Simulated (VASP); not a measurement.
# Ga (Fd-3m) in VASP: further runs, part 3 of 3

VASP 6.6.1. The steps go on from the part before.

## Step 4: Single point, r2SCAN

This run uses another cell than the first one, of 24.03 Å³/atom, 1.010 times its volume.

POSCAR reads:

```
Ga
1.0
    0.0000000000      2.8858998766      2.8858998766
    2.8858998766      0.0000000000      2.8858998766
    2.8858998766      2.8858998766      0.0000000000
Ga
2
Direct
    0.0000000000      0.0000000000      0.0000000000
    0.2500000000      0.2500000000      0.2500000000
```

INCAR.step1 reads:

```
PREC = Accurate
ENCUT = 520
ISMEAR = 0
SIGMA = 0.1
LREAL = False
LASPH = True
NELM = 100
NBANDS = 20
GGA = PE
ALGO = Normal
EDIFF = 1E-4
LWAVE = True
LCHARG = False
```

INCAR.step2 reads:

```
PREC = Accurate
ENCUT = 520
EDIFF = 1E-6
ISMEAR = 0
SIGMA = 0.1
LREAL = False
LASPH = True
NELM = 100
ALGO = Normal
ISIF = 2
LWAVE = False
LCHARG = False
METAGGA = R2SCAN
LMIXTAU = True
NBANDS = 20
ISTART = 1
```

KPOINTS reads:

```
Automatic mesh
0
Gamma
  16 16 16
```

Potentials or basis: VASP PAW PBE potentials, release 64 (Ga_d).

Command:

```
cat potpaw_PBE.64/Ga_d/POTCAR > POTCAR
cp INCAR.step1 INCAR
mpirun -np 1 vasp_std > vasp.out
cp INCAR.step2 INCAR
mpirun -np 1 vasp_std > vasp.out
```

OUTCAR:

```text
PREC = Accurate
   ENCUT = 520
   EDIFF = 1E-6
   ISMEAR = 0
   LREAL = False
   LASPH = True
   NELM = 100
   ISIF = 2
   METAGGA = R2SCAN
   ISTART = 1

 ion  position               nearest neighbor table
   1  0.000  0.000  0.000-   2 2.50   2 2.50   2 2.50   2 2.50
   2  0.250  0.250  0.250-   1 2.50   1 2.50   1 2.50   1 2.50

  LATTYP: Found a face centered cubic cell.
 ALAT       =     5.7717997532

  Lattice vectors:

 A1 = (   0.0000000000,   2.8858998766,   2.8858998766)
 A2 = (   2.8858998766,   0.0000000000,   2.8858998766)
 A3 = (   2.8858998766,   2.8858998766,   0.0000000000)

Analysis of symmetry for initial positions (statically):
=====================================================================
 Subroutine PRICEL returns:
 Original cell was already a primitive cell.

 Routine SETGRP: Setting up the symmetry group for a
 face centered cubic supercell.

 Subroutine GETGRP returns: Found 48 space group operations
 (whereof 24 operations were pure point group operations)
 out of a pool of 48 trial point group operations.

The static configuration has the point symmetry T_d .
 The point group associated with its full space group is O_h .

Analysis of symmetry for dynamics (positions and initial velocities):
=====================================================================
 Subroutine PRICEL returns:
 Original cell was already a primitive cell.

 Routine SETGRP: Setting up the symmetry group for a
 face centered cubic supercell.

 Subroutine GETGRP returns: Found 48 space group operations
 (whereof 24 operations were pure point group operations)
 out of a pool of 48 trial point group operations.

The dynamic configuration has the point symmetry T_d .
 The point group associated with its full space group is O_h .

 Subroutine INISYM returns: Found 48 space group operations
 (whereof 24 operations are pure point group operations),
 and found     1 'primitive' translations

----------------------------------------------------------------------------------------

                                     Primitive cell

  volume of cell :      48.0700

  direct lattice vectors                    reciprocal lattice vectors
     0.000000000  2.885899877  2.885899877    -0.173256184  0.173256184  0.173256184
     2.885899877  0.000000000  2.885899877     0.173256184 -0.173256184  0.173256184
     2.885899877  2.885899877  0.000000000     0.173256184  0.173256184 -0.173256184

  length of vectors
     4.081278745  4.081278745  4.081278745     0.300088513  0.300088513  0.300088513

  position of ions in fractional coordinates (direct lattice)
     0.000000000  0.000000000  0.000000000
     0.250000000  0.250000000  0.250000000

  ion indices of the primitive-cell ions
   primitive index   ion index
                 1           1
                 2           2

----------------------------------------------------------------------------------------

 KPOINTS: Automatic mesh

Automatic generation of k-mesh.
 Grid dimensions read from file:
 generate k-points for:   16   16   16

 Generating k-lattice:

  Cartesian coordinates                     Fractional coordinates (reciprocal lattice)
    -0.010828511  0.010828511  0.010828511     0.062500000  0.000000000  0.000000000
     0.010828511 -0.010828511  0.010828511     0.000000000  0.062500000  0.000000000
     0.010828511  0.010828511 -0.010828511     0.000000000  0.000000000  0.062500000

  Length of vectors
     0.018755532  0.018755532  0.018755532

  Shift w.r.t. Gamma in fractional coordinates (k-lattice)
     0.000000000  0.000000000  0.000000000

 Subroutine IBZKPT returns following result:
 ===========================================

 Found    145 irreducible k-points:

 Following reciprocal coordinates:
            Coordinates               Weight
  0.000000  0.000000  0.000000      1.000000
  0.062500  0.000000  0.000000      8.000000
  0.125000  0.000000  0.000000      8.000000
  0.187500  0.000000  0.000000      8.000000
  0.250000  0.000000  0.000000      8.000000
  0.312500  0.000000  0.000000      8.000000
[... 16 lines left out ...]
 -0.125000  0.062500  0.000000     24.000000
 -0.062500  0.062500  0.000000     12.000000
 [... further k-points ...]
   k-points           NKPTS =    145   k-points in BZ     NKDIM =    145   number of bands    NBANDS=     20
   number of dos      NEDOS =    301   number of ions     NIONS =      2
   total plane-waves  NPLWV =  27000
   dimension x,y,z NGX =    30 NGY =   30 NGZ =   30
   dimension x,y,z NGXF=    60 NGYF=   60 NGZF=   60
   ions per type =               2
   NGX,Y,Z   is equivalent  to a cutoff of  12.22, 12.22, 12.22 a.u.
   NGXF,Y,Z  is equivalent  to a cutoff of  24.44, 24.44, 24.44 a.u.
 SYSTEM =  unknown system
   PREC   = accura    normal or accurate (medium, high low for compatibility)
   ISTART =      1    job   : 0-new  1-cont  2-samecut
   ICHARG =      0    charge: 1-file 2-atom 10-const
   ISPIN  =      1    spin polarized calculation?
   LNONCOLLINEAR =      F non collinear calculations
   LSORBIT =      F    spin-orbit coupling
   LASPH  =      T    aspherical Exc in radial PAW
   ENCUT  =  520.0 eV  38.22 Ry    6.18 a.u.   7.59  7.59  7.59*2*pi/ulx,y,z
   NELM   =    100;   NELMIN=  2; NELMDL=  0     # of ELM steps
   EDIFF  = 0.1E-05   stopping-criterion for ELM
   LREAL  =      F    real-space projection
   EDIFFG = 0.1E-04   stopping-criterion for IOM
   NSW    =      0    number of steps for IOM
   IBRION =     -1    ionic relax: 0-MD 1-quasi-New 2-CG
   NFREE  =      0    steps in history (QN), initial steepest desc. (CG)
   ISIF   =      2    stress and relaxation
   ISYM   =      2    0-nonsym 1-usesym 2-fastsym
   POTIM  = 0.5000    time-step for ionic-motion
   TEBEG  =    0.0;   TEEND  =   0.0 temperature during run
   PSTRESS=    0.0 pullay stress
   NELECT =      26.0000    total number of electrons
   NUPDOWN=      -1.0000    fix difference up-down
   EMIN   =  10.00;   EMAX   =-10.00  energy-range for DOS
   EFERMI =   0.00;   METHOD = LEGACY
   ISMEAR =     0;   SIGMA  =   0.10  broadening in eV -4-tet -1-fermi 0-gaus
   EFERMI_NEDOS =   21; number of points for ismear=-14 and -15
   IALGO  =     38    algorithm
   IMIX   =      4    mixing-type and parameters
     AMIX     =   0.40;   BMIX     =  1.00
     AMIX_MAG =   1.60;   BMIX_MAG =  1.00
  volume/ion in A,a.u.               =      24.03       162.20
  Fermi-wavevector in a.u.,A,eV,Ry     =   1.333853  2.520617 24.206999  1.779164
  Thomas-Fermi vector in A             =   2.462680
   LORBIT       =      0    0 simple, 1 ext, 2 COOP (PROOUT), +10 PAW based schemes
   METAGGA = R2SCAN    functional components
   LHFCALC =     F    Hartree Fock is set to
   AEXX    =    0.0000 exact exchange contribution
   IVDW    =     0    specifies the selected vdW correction
   LEPSILON=     F    determine dielectric tensor
   LRPA    =     F    only Hartree local field effects (RPA)
 non-spin polarized calculation
 Gauss-broadening in eV      SIGMA  =   0.10
  energy-cutoff  :      520.00
  volume of cell :       48.07
 maximum number of plane-waves:      1316
   NGX = 15   NGY = 15   NGZ = 15

 number of electron      25.9999995 magnetization

 Free energy of the ion-electron system (eV)
  ---------------------------------------------------
  ext. energy  EPLUGINS =         0.00000000
  ---------------------------------------------------
  free energy    TOTEN  =       -22.25886767 eV

  energy without entropy =      -22.25305405  energy(sigma->0) =      -22.25596086

 E-fermi :   2.7271     XC(G=0): -10.3930

 val. band max:        2.7220431832   @ k =   0.1875   0.0625   0.0000
 cond. band min:       2.7308910699   @ k =   0.5000   0.3125   0.1250
 fundamental gap:      0.0088478867
 Fermi energy:         2.7270925987

 k-point     1 :       0.0000    0.0000    0.0000
  band No.  band energies     occupation
      1     -12.5151      2.00000
      2     -12.5151      2.00000
      3     -12.5150      2.00000
      4     -12.4684      2.00000
      5     -12.4684      2.00000
      6     -12.1144      2.00000
[... 12 lines left out ...]
     19      11.4522      0.00000
     20      14.5761      0.00000

 k-point     2 :       0.0625    0.0000    0.0000
  band No.  band energies     occupation
      1     -12.5207      2.00000
      2     -12.5207      2.00000
      3     -12.5142      2.00000
      4     -12.4607      2.00000
      5     -12.4607      2.00000
      6     -12.1172      2.00000
[... 498 lines left out ...]
 k-point    24 :      -0.0625    0.0625    0.0000
  band No.  band energies     occupation
      1     -12.5315      2.00000
      2     -12.5190      2.00000
      3     -12.5171      2.00000
      4     -12.4553      2.00000
      5     -12.4463      2.00000
      6     -12.1281      2.00000
[... 12 lines left out ...]
     19      12.1758      0.00000
     20      13.3110      0.00000

 [... further k-points ...]
[... 5 lines left out ...]
  --------------------------------------------------------------------------------------
  -------------------------------------------------------------------------------------
  Total        0.0239267      0.0239267      0.0239267     -0.0000000      0.0000000      0.0000000
  in kB        0.7974795      0.7974795      0.7974795     -0.0000000      0.0000000      0.0000000
  external PRESSURE =       0.7974795 kB  Pullay stress =       0.0000000 kB

 VOLUME and BASIS-vectors are now :
 -----------------------------------------------------------------------------
  energy-cutoff  :      520.00
  volume of cell :       48.07
      direct lattice vectors                 reciprocal lattice vectors
     0.000000000  2.885899877  2.885899877    -0.173256184  0.173256184  0.173256184
     2.885899877  0.000000000  2.885899877     0.173256184 -0.173256184  0.173256184
     2.885899877  2.885899877  0.000000000     0.173256184  0.173256184 -0.173256184

 POSITION                                       TOTAL-FORCE (eV/Angst)
 -----------------------------------------------------------------------------------
      0.00000      0.00000      0.00000         0.000000      0.000000      0.000000
      1.44295      1.44295      1.44295        -0.000000     -0.000000     -0.000000
 -----------------------------------------------------------------------------------
    total drift:                                0.000000      0.000000      0.000000

  FREE ENERGIE OF THE ION-ELECTRON SYSTEM (eV)
  ---------------------------------------------------
  free  energy   TOTEN  =       -22.2588676709 eV

  energy  without entropy=      -22.2530540535  energy(sigma->0) =      -22.25596086
```

OUTCAR.step1:

```text
PREC = Accurate
   ENCUT = 520
   ISMEAR = 0
   LREAL = False
   LASPH = True
[... 775 lines left out ...]
      0.00000      0.00000      0.00000        -0.000000     -0.000000     -0.000000
      1.44295      1.44295      1.44295         0.000000      0.000000      0.000000
 -----------------------------------------------------------------------------------
    total drift:                                0.000000      0.000000      0.000000

  FREE ENERGIE OF THE ION-ELECTRON SYSTEM (eV)
  ---------------------------------------------------
  free  energy   TOTEN  =        -5.2362009828 eV

  energy  without entropy=       -5.2299760227  energy(sigma->0) =       -5.23308850
```

OSZICAR.step1:

```text
N       E                     dE             d eps       ncg     rms          rms(c)
DAV:   1     0.136864299724E+03    0.13686E+03   -0.13587E+04  6088   0.227E+03
DAV:   2     0.750469385167E+01   -0.12936E+03   -0.12641E+03  5928   0.385E+02
DAV:   3    -0.502607950440E+01   -0.12531E+02   -0.12473E+02  6560   0.996E+01
DAV:   4    -0.524585283756E+01   -0.21977E+00   -0.21967E+00  6684   0.144E+01
DAV:   5    -0.524974340161E+01   -0.38906E-02   -0.38902E-02  6664   0.190E+00    0.156E+00
DAV:   6    -0.523464238574E+01    0.15101E-01   -0.62128E-02  7772   0.403E+00    0.849E-01
DAV:   7    -0.523602344041E+01   -0.13811E-02   -0.12572E-02  8564   0.165E+00    0.213E-01
DAV:   8    -0.523615586410E+01   -0.13242E-03   -0.28900E-03  7324   0.666E-01    0.284E-02
DAV:   9    -0.523620098278E+01   -0.45119E-04   -0.17566E-04  5424   0.154E-01
   1 F= -.52362010E+01 E0= -.52330885E+01  d E =-.622496E-02
```

Run time: 4.8 min. Hardware: 1 thread of AMD EPYC 7R13 (Zen 3), shared host; peak memory 0.22 GiB.

What came out:

```
Free energy            : -22.2589 eV
Pressure               : 0.1 GPa
Band gap on the k mesh : zero (band 13 reaches 5.75 eV, above the bottom of band 14 at 1.14 eV)
```

Caveat: the PAW data sets were made with another functional, which shifts forces and pressure a little.

## Step 5: Summary

```tsv
task	cell	k mesh	cutoff (eV)	gap on the mesh (eV)	pressure (GPa)
single point	a = 4.067 Å, angles 60.0°, 2 atoms	6 × 6 × 6	520	none	0.4
relaxation of cell and atoms	relaxed from a = 3.957 Å, angles 60.0°, 2 atoms	6 × 6 × 6	600	none	0.0
single point	a = 4.081 Å, angles 60.0°, 2 atoms	16 × 16 × 16	520	none	0.1
```

Alike in all rows: level r2SCAN; potentials or basis VASP PAW PBE potentials, release 64 (Ga_d); no spin polarisation; smearing gaussian 0.1 eV.

Caveats: the PAW data sets were made with another functional, which shifts forces and pressure a little.

Absolute energies hang on the potentials; compare differences alone.
